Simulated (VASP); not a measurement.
# MnF2 (Fm-3m) in VASP: notebook

Runs on MnF2. Level: PBE. Tasks: single point, relaxation of cell and atoms.

All numbers are computed with VASP 6.6.1; they aren't measurements. Logs are shortened: lines on timing, memory, paths and dates and some standing lists are left out, and cuts for length are marked.

### 1 The cell of the first run

It takes space group Fm-3m (No. 225, cubic). The conventional cell has a = 5.249 Å, b = 5.249 Å, c = 5.249 Å, α = 90.00°, β = 90.00°, γ = 90.00°. Within 3.0 Å of Mn (site symmetry m-3m) lie 8 F at 2.27 Å. F (site symmetry -43m) has 4 Mn at 2.27 Å and 6 F at 2.62 Å within 3.0 Å.

The cell was built from a structure type or drawn by symmetry, and may not be a known phase.

### 2 Single point, PBE, collinear spin, ferromagnetic start

Input file INCAR:

```
SYSTEM = MnF2
ALGO = Normal
EDIFF = 1E-6
ENCUT = 520
GGA = PE
ISIF = 2
ISMEAR = 0
ISPIN = 2
LASPH = .True.
LCHARG = .True.
LELF = .True.
LMAXMIX = 4
LORBIT = 11
LREAL = .False.
LVHAR = .True.
LWAVE = .False.
MAGMOM = 4 0 0
NBANDS = 24
NELM = 150
PREC = Accurate
SIGMA = 0.1
```

Input file KPOINTS:

```
k-points
0
Gamma
  6 6 6
  0 0 0
```

Input file POSCAR:

```
MnF2
1.0
    0.0000000000      2.6244578900      2.6244578900
    2.6244578900      0.0000000000      2.6244578900
    2.6244578900      2.6244578900      0.0000000000
Mn F
1 2
Direct
    0.0000000000      0.0000000000      0.0000000000
    0.2500000000      0.2500000000      0.2500000000
    0.7500000000      0.7500000000      0.7500000000
```

Potentials or basis: VASP PAW PBE potentials, release 64 (Mn_pv, F).

Started as:

```console
$ cat potpaw_PBE.64/Mn_pv/POTCAR potpaw_PBE.64/F/POTCAR > POTCAR
$ mpirun -np 1 vasp_std > vasp.out
```

OUTCAR:

```text
SYSTEM = MnF2
   EDIFF = 1E-6
   ENCUT = 520
   GGA = PE
   ISIF = 2
   ISMEAR = 0
   ISPIN = 2
   LASPH = .True.
   LORBIT = 11
   LREAL = .False.
   NELM = 150
   PREC = Accurate

 ion  position               nearest neighbor table
   1  0.000  0.000  0.000-   3 2.27   3 2.27   3 2.27   2 2.27   2 2.27   2 2.27   3 2.27   2 2.27

   2  0.250  0.250  0.250-   1 2.27   1 2.27   1 2.27   1 2.27
   3  0.750  0.750  0.750-   1 2.27   1 2.27   1 2.27   1 2.27

  LATTYP: Found a face centered cubic cell.
 ALAT       =     5.2489157800

  Lattice vectors:

 A1 = (   0.0000000000,   2.6244578900,   2.6244578900)
 A2 = (   2.6244578900,   0.0000000000,   2.6244578900)
 A3 = (   2.6244578900,   2.6244578900,   0.0000000000)

Analysis of symmetry for initial positions (statically):
=====================================================================
 Subroutine PRICEL returns:
 Original cell was already a primitive cell.

 Routine SETGRP: Setting up the symmetry group for a
 face centered cubic supercell.

 Subroutine GETGRP returns: Found 48 space group operations
 (whereof 48 operations were pure point group operations)
 out of a pool of 48 trial point group operations.

The static configuration has the point symmetry O_h .

Analysis of symmetry for dynamics (positions and initial velocities):
=====================================================================
 Subroutine PRICEL returns:
 Original cell was already a primitive cell.

 Routine SETGRP: Setting up the symmetry group for a
 face centered cubic supercell.

 Subroutine GETGRP returns: Found 48 space group operations
 (whereof 48 operations were pure point group operations)
 out of a pool of 48 trial point group operations.

The dynamic configuration has the point symmetry O_h .

Analysis of structural, dynamic, and magnetic symmetry:
=====================================================================
 Subroutine PRICEL returns:
 Original cell was already a primitive cell.

 Routine SETGRP: Setting up the symmetry group for a
 face centered cubic supercell.

 Subroutine GETGRP returns: Found 48 space group operations
 (whereof 48 operations were pure point group operations)
 out of a pool of 48 trial point group operations.

The overall configuration has the point symmetry O_h .

 Subroutine INISYM returns: Found 48 space group operations
 (whereof 48 operations are pure point group operations),
 and found     1 'primitive' translations

----------------------------------------------------------------------------------------

                                     Primitive cell

  volume of cell :      36.1534

  direct lattice vectors                    reciprocal lattice vectors
     0.000000000  2.624457890  2.624457890    -0.190515535  0.190515535  0.190515535
     2.624457890  0.000000000  2.624457890     0.190515535 -0.190515535  0.190515535
     2.624457890  2.624457890  0.000000000     0.190515535  0.190515535 -0.190515535

  length of vectors
     3.711543942  3.711543942  3.711543942     0.329982587  0.329982587  0.329982587

  position of ions in fractional coordinates (direct lattice)
     0.000000000  0.000000000  0.000000000
     0.250000000  0.250000000  0.250000000
     0.750000000  0.750000000  0.750000000

  ion indices of the primitive-cell ions
   primitive index   ion index
                 1           1
                 2           2
                 3           3

----------------------------------------------------------------------------------------

 KPOINTS: k-points

Automatic generation of k-mesh.
 Grid dimensions read from file:
 generate k-points for:    6    6    6

 Generating k-lattice:

  Cartesian coordinates                     Fractional coordinates (reciprocal lattice)
    -0.031752589  0.031752589  0.031752589     0.166666667  0.000000000  0.000000000
     0.031752589 -0.031752589  0.031752589     0.000000000  0.166666667  0.000000000
     0.031752589  0.031752589 -0.031752589     0.000000000  0.000000000  0.166666667

  Length of vectors
     0.054997098  0.054997098  0.054997098

  Shift w.r.t. Gamma in fractional coordinates (k-lattice)
     0.000000000  0.000000000  0.000000000

 Subroutine IBZKPT returns following result:
 ===========================================

 Found     16 irreducible k-points:

 Following reciprocal coordinates:
            Coordinates               Weight
  0.000000  0.000000  0.000000      1.000000
  0.166667  0.000000  0.000000      8.000000
  0.333333  0.000000  0.000000      8.000000
  0.500000  0.000000  0.000000      4.000000
  0.166667  0.166667  0.000000      6.000000
  0.333333  0.166667  0.000000     24.000000
[... 8 lines left out ...]
 -0.333333  0.333333  0.166667     24.000000
 -0.333333  0.500000  0.166667     12.000000
   k-points           NKPTS =     16   k-points in BZ     NKDIM =     16   number of bands    NBANDS=     24
   number of dos      NEDOS =    301   number of ions     NIONS =      3
   total plane-waves  NPLWV =  21952
   dimension x,y,z NGX =    28 NGY =   28 NGZ =   28
   dimension x,y,z NGXF=    56 NGYF=   56 NGZF=   56
   ions per type =               1   2
   NGX,Y,Z   is equivalent  to a cutoff of  12.54, 12.54, 12.54 a.u.
   NGXF,Y,Z  is equivalent  to a cutoff of  25.08, 25.08, 25.08 a.u.
 SYSTEM =  MnF2
   PREC   = accura    normal or accurate (medium, high low for compatibility)
   ISTART =      0    job   : 0-new  1-cont  2-samecut
   ICHARG =      2    charge: 1-file 2-atom 10-const
   ISPIN  =      2    spin polarized calculation?
   LNONCOLLINEAR =      F non collinear calculations
   LSORBIT =      F    spin-orbit coupling
   LASPH  =      T    aspherical Exc in radial PAW
   ENCUT  =  520.0 eV  38.22 Ry    6.18 a.u.   6.90  6.90  6.90*2*pi/ulx,y,z
   NELM   =    150;   NELMIN=  2; NELMDL= -5     # of ELM steps
   EDIFF  = 0.1E-05   stopping-criterion for ELM
   LREAL  =      F    real-space projection
   EDIFFG = 0.1E-04   stopping-criterion for IOM
   NSW    =      0    number of steps for IOM
   IBRION =     -1    ionic relax: 0-MD 1-quasi-New 2-CG
   NFREE  =      0    steps in history (QN), initial steepest desc. (CG)
   ISIF   =      2    stress and relaxation
   ISYM   =      2    0-nonsym 1-usesym 2-fastsym
   POTIM  = 0.5000    time-step for ionic-motion
   TEBEG  =    0.0;   TEEND  =   0.0 temperature during run
   PSTRESS=    0.0 pullay stress
   NELECT =      27.0000    total number of electrons
   NUPDOWN=      -1.0000    fix difference up-down
   EMIN   =  10.00;   EMAX   =-10.00  energy-range for DOS
   EFERMI =   0.00;   METHOD = LEGACY
   ISMEAR =     0;   SIGMA  =   0.10  broadening in eV -4-tet -1-fermi 0-gaus
   EFERMI_NEDOS =   21; number of points for ismear=-14 and -15
   IALGO  =     38    algorithm
   IMIX   =      4    mixing-type and parameters
     AMIX     =   0.40;   BMIX     =  1.00
     AMIX_MAG =   1.60;   BMIX_MAG =  1.00
  volume/ion in A,a.u.               =      12.05        81.33
  Fermi-wavevector in a.u.,A,eV,Ry     =   1.485296  2.806803 30.015888  2.206106
  Thomas-Fermi vector in A             =   2.598726
   LORBIT       =     11    0 simple, 1 ext, 2 COOP (PROOUT), +10 PAW based schemes
   GGA     = PE    functional components
   LHFCALC =     F    Hartree Fock is set to
   AEXX    =    0.0000 exact exchange contribution
   IVDW    =     0    specifies the selected vdW correction
   LEPSILON=     F    determine dielectric tensor
   LRPA    =     F    only Hartree local field effects (RPA)
 spin polarized calculation
 Gauss-broadening in eV      SIGMA  =   0.10
  energy-cutoff  :      520.00
  volume of cell :       36.15
 maximum number of plane-waves:       983
   NGX = 13   NGY = 13   NGZ = 13

 number of electron      27.0000015 magnetization       4.9999564

 Free energy of the ion-electron system (eV)
  ---------------------------------------------------
  ext. energy  EPLUGINS =         0.00000000
  ---------------------------------------------------
  free energy    TOTEN  =       -19.49344966 eV

  energy without entropy =      -19.49344966  energy(sigma->0) =      -19.49344966

 E-fermi :   3.7351     XC(G=0): -10.3033

 val. band max:        3.1152516472   @ k =   0.0000   0.0000   0.0000
 cond. band min:       5.0624433404   @ k =   0.0000   0.0000   0.0000
 fundamental gap:      1.9471916932
 Fermi energy:         3.7351152610

 spin component 1

 k-point     1 :       0.0000    0.0000    0.0000
  band No.  band energies     occupation
      1     -46.2569      1.00000
      2     -46.2569      1.00000
      3     -46.2569      1.00000
      4     -20.5041      1.00000
      5     -19.2342      1.00000
      6      -2.8843      1.00000
[... 16 lines left out ...]
     23      20.8893      0.00000
     24      24.9317      0.00000

 k-point     2 :       0.1667    0.0000    0.0000
  band No.  band energies     occupation
      1     -46.2591      1.00000
      2     -46.2573      1.00000
      3     -46.2572      1.00000
      4     -20.4050      1.00000
      5     -19.3183      1.00000
      6      -2.7567      1.00000
[... 16 lines left out ...]
     23      21.2693      0.00000
     24      24.8497      0.00000

 k-point     3 :       0.3333    0.0000    0.0000
  band No.  band energies     occupation
      1     -46.2635      1.00000
      2     -46.2579      1.00000
      3     -46.2579      1.00000
      4     -20.1515      1.00000
      5     -19.5377      1.00000
      6      -2.4448      1.00000
[... 16 lines left out ...]
     23      21.0948      0.00000
     24      23.5924      0.00000
[... 298 lines left out ...]
 k-point    15 :      -0.3333    0.3333    0.1667
  band No.  band energies     occupation
      1     -46.2639      1.00000
      2     -46.2618      1.00000
      3     -46.2593      1.00000
      4     -19.8211      1.00000
      5     -19.8044      1.00000
      6      -3.1375      1.00000
[... 16 lines left out ...]
     23      23.2577      0.00000
     24      23.2657      0.00000

 k-point    16 :      -0.3333    0.5000    0.1667
  band No.  band energies     occupation
      1     -46.2645      1.00000
      2     -46.2615      1.00000
      3     -46.2600      1.00000
      4     -19.8868      1.00000
      5     -19.7217      1.00000
      6      -3.5926      1.00000
[... 16 lines left out ...]
     23      22.0804      0.00000
     24      22.9477      0.00000
 Fermi energy:         3.7351152610

 spin component 2

 k-point     1 :       0.0000    0.0000    0.0000
  band No.  band energies     occupation
      1     -41.2535      1.00000
      2     -41.2534      1.00000
      3     -41.2534      1.00000
      4     -20.3278      1.00000
      5     -19.0754      1.00000
      6      -2.2770      1.00000
[... 16 lines left out ...]
     23      21.9036      0.00000
     24      25.5546      0.00000

 k-point     2 :       0.1667    0.0000    0.0000
  band No.  band energies     occupation
      1     -41.2568      1.00000
      2     -41.2539      1.00000
      3     -41.2539      1.00000
      4     -20.2297      1.00000
      5     -19.1577      1.00000
      6      -2.1665      1.00000
[... 16 lines left out ...]
     23      22.3804      0.00000
     24      25.5264      0.00000

 k-point     3 :       0.3333    0.0000    0.0000
  band No.  band energies     occupation
      1     -41.2635      1.00000
      2     -41.2548      1.00000
      3     -41.2548      1.00000
      4     -19.9790      1.00000
      5     -19.3731      1.00000
      6      -1.8915      1.00000
[... 16 lines left out ...]
     23      21.9275      0.00000
     24      24.5664      0.00000
[... 298 lines left out ...]
 k-point    15 :      -0.3333    0.3333    0.1667
  band No.  band energies     occupation
      1     -41.2640      1.00000
      2     -41.2608      1.00000
      3     -41.2569      1.00000
      4     -19.6522      1.00000
      5     -19.6363      1.00000
      6      -2.7724      1.00000
[... 16 lines left out ...]
     23      23.6530      0.00000
     24      23.7003      0.00000

 k-point    16 :      -0.3333    0.5000    0.1667
  band No.  band energies     occupation
      1     -41.2651      1.00000
      2     -41.2603      1.00000
      3     -41.2579      1.00000
      4     -19.7179      1.00000
      5     -19.5536      1.00000
      6      -3.1909      1.00000
[... 16 lines left out ...]
     23      22.6391      0.00000
     24      23.2474      0.00000

------------------------ aborting loop because EDIFF is reached ----------------------------------------

  FORCE on cell =-STRESS in cart. coord.  units (eV):
  Direction    XX          YY          ZZ          XY          YZ          ZX
  --------------------------------------------------------------------------------------
  -------------------------------------------------------------------------------------
  Total       -0.2102827     -0.2102827     -0.2102827     -0.0000000      0.0000000     -0.0000000
  in kB       -9.3189150     -9.3189150     -9.3189150     -0.0000000      0.0000000     -0.0000000
  external PRESSURE =      -9.3189150 kB  Pullay stress =       0.0000000 kB

 VOLUME and BASIS-vectors are now :
 -----------------------------------------------------------------------------
  energy-cutoff  :      520.00
  volume of cell :       36.15
      direct lattice vectors                 reciprocal lattice vectors
     0.000000000  2.624457890  2.624457890    -0.190515535  0.190515535  0.190515535
     2.624457890  0.000000000  2.624457890     0.190515535 -0.190515535  0.190515535
     2.624457890  2.624457890  0.000000000     0.190515535  0.190515535 -0.190515535

 POSITION                                       TOTAL-FORCE (eV/Angst)
 -----------------------------------------------------------------------------------
      0.00000      0.00000      0.00000         0.000000     -0.000000     -0.000000
      1.31223      1.31223      1.31223         0.000000      0.000000      0.000000
      3.93669      3.93669      3.93669        -0.000000     -0.000000     -0.000000
 -----------------------------------------------------------------------------------
    total drift:                                0.000000      0.000000      0.000000

  FREE ENERGIE OF THE ION-ELECTRON SYSTEM (eV)
  ---------------------------------------------------
  free  energy   TOTEN  =       -19.4934496598 eV

  energy  without entropy=      -19.4934496598  energy(sigma->0) =      -19.49344966

 total charge

# of ion       s       p       d       tot
------------------------------------------
    1        0.137   6.109   4.907  11.154
    2        1.737   4.356   0.000   6.093
    3        1.737   4.356   0.000   6.093
--------------------------------------------------
tot          3.611  14.821   4.907  23.339

 magnetization (x)

# of ion       s       p       d       tot
------------------------------------------
    1        0.020   0.018   4.574   4.613
    2        0.007   0.074   0.000   0.081
    3        0.007   0.074   0.000   0.081
--------------------------------------------------
tot          0.035   0.166   4.574   4.775
```

Run time: 32 s. Hardware: 1 thread of AMD EPYC 9R14 (Zen 4), shared host; peak memory 0.14 GiB.

Results:

| Quantity | Value |
| --- | --- |
| Free energy | -19.4934 eV |
| Pressure | -0.9 GPa |
| Band gap on the k mesh | 1.95 eV |
| Net moment | 5.00 μB per cell |
| Site moments | Mn +4.61; F +0.08 μB |
| Valence electrons inside the program's atomic spheres | Mn 11.15; F 6.09 |

Levels at points of the mesh, in eV from the valence-band top:
Spin up:
```csv
k point,band 13,band 14,band 15,band 16,band 17,band 18,band 19,band 20
"(0.00, 0.00, 0.00)",-1.63,0.00,0.00,0.00,1.95,11.06,11.06,11.06
"(0.50, 0.00, 0.00)",-1.53,-1.27,-0.18,-0.18,6.53,7.20,13.16,13.16
"(0.50, 0.50, 0.00)",-1.42,-1.32,-0.49,-0.49,7.63,8.06,9.77,12.86
```
Spin down:
| k point | band 7 | band 8 | band 9 | band 10 | band 11 | band 12 | band 13 | band 14 | band 15 | band 16 |
| --- | --- | --- | --- | --- | --- | --- | --- | --- | --- | --- |
| (0.00, 0.00, 0.00) | -5.39 | -5.39 | -3.38 | -3.38 | -3.38 | 2.86 | 2.86 | 3.07 | 4.13 | 4.13 |
| (0.50, 0.00, 0.00) | -4.75 | -4.71 | -4.71 | -4.28 | -4.28 | 2.99 | 2.99 | 3.20 | 3.92 | 3.92 |
| (0.50, 0.50, 0.00) | -5.46 | -5.46 | -3.39 | -3.39 | -2.91 | 2.76 | 3.09 | 3.20 | 3.68 | 3.68 |

Caveat: a cell with one magnetic atom can't hold antiferromagnetic order, which such compounds often take.

### 3 Single point, PBE, collinear spin, ferromagnetic start

This run uses another cell than the first one, of 11.96 Å³/atom.

Input file INCAR:

```
SYSTEM = MnF2
PREC     = Accurate       ! precision mode
ENCUT    = 520            ! plane-wave cutoff, eV
EDIFF    = 1E-6           ! SCF threshold, eV
ISMEAR   = 0              ! smearing method
SIGMA    = 0.02           ! smearing width, eV
LREAL    = .False.        ! projectors in reciprocal space
LASPH    = .True.         ! aspherical terms in the spheres
NELM     = 150            ! most SCF steps
ALGO     = Normal         ! electronic algorithm
ISIF     = 2              ! what is computed and relaxed
LWAVE    = .False.        ! write WAVECAR
LCHARG   = .False.        ! write CHGCAR
ISPIN    = 2              ! spin polarisation
MAGMOM   = 4.8 0 0        ! initial moments
LORBIT   = 11             ! projections on sites
LMAXMIX  = 4              ! l up to which the mixer works
GGA      = PE             ! functional
NBANDS   = 24             ! bands
```

Input file KPOINTS:

```
Automatic mesh
0
Gamma
  10 10 10
  0 0 0
```

Input file POSCAR:

```
MnF2
1.0
    0.0000000000      2.6179782805      2.6179782805
    2.6179782805      0.0000000000      2.6179782805
    2.6179782805      2.6179782805      0.0000000000
Mn F
1 2
Direct
    0.0000000000      0.0000000000      0.0000000000
    0.2500000000      0.2500000000      0.2500000000
    0.7500000000      0.7500000000      0.7500000000
```

Potentials or basis: VASP PAW PBE potentials, release 64 (Mn_pv, F).

Started as:

```console
$ cat potpaw_PBE.64/Mn_pv/POTCAR potpaw_PBE.64/F/POTCAR > POTCAR
$ mpirun -np 1 vasp_std > vasp.out
```

Run time: 67 s. Hardware: 1 thread of AMD EPYC 9R14 (Zen 4), shared host; peak memory 0.17 GiB.

Results (log left out):

| Item | Value |
| --- | --- |
| Free energy | -19.4936 eV |
| Pressure | -0.2 GPa |
| Band gap on the k mesh | 1.95 eV |
| Net moment | 5.00 μB per cell |
| Site moments | Mn +4.61; F +0.08 μB |
| Valence electrons inside the program's atomic spheres | Mn 11.16; F 6.09 |

Levels at points of the mesh, in eV from the valence-band top:
Spin up:
| k point | band 13 | band 14 | band 15 | band 16 | band 17 | band 18 | band 19 | band 20 |
| --- | --- | --- | --- | --- | --- | --- | --- | --- |
| (0.00, 0.00, 0.00) | -1.65 | 0.00 | 0.00 | 0.00 | 1.95 | 11.06 | 11.06 | 11.06 |
| (0.50, 0.00, 0.00) | -1.54 | -1.28 | -0.18 | -0.18 | 6.57 | 7.19 | 13.20 | 13.20 |
| (0.50, 0.50, 0.00) | -1.43 | -1.33 | -0.49 | -0.49 | 7.67 | 8.08 | 9.75 | 12.90 |
Spin down:
```csv
k point,band 9,band 10,band 11,band 12,band 13,band 14
"(0.00, 0.00, 0.00)",-3.44,-3.44,-3.44,2.84,2.84,3.07
"(0.50, 0.00, 0.00)",-4.78,-4.34,-4.34,2.98,2.98,3.19
"(0.50, 0.50, 0.00)",-3.44,-3.44,-2.95,2.74,3.08,3.18
```

Caveat: a cell with one magnetic atom can't hold antiferromagnetic order, which such compounds often take. A k mesh can miss the band edges.

(Continued in part 2 of 2.)
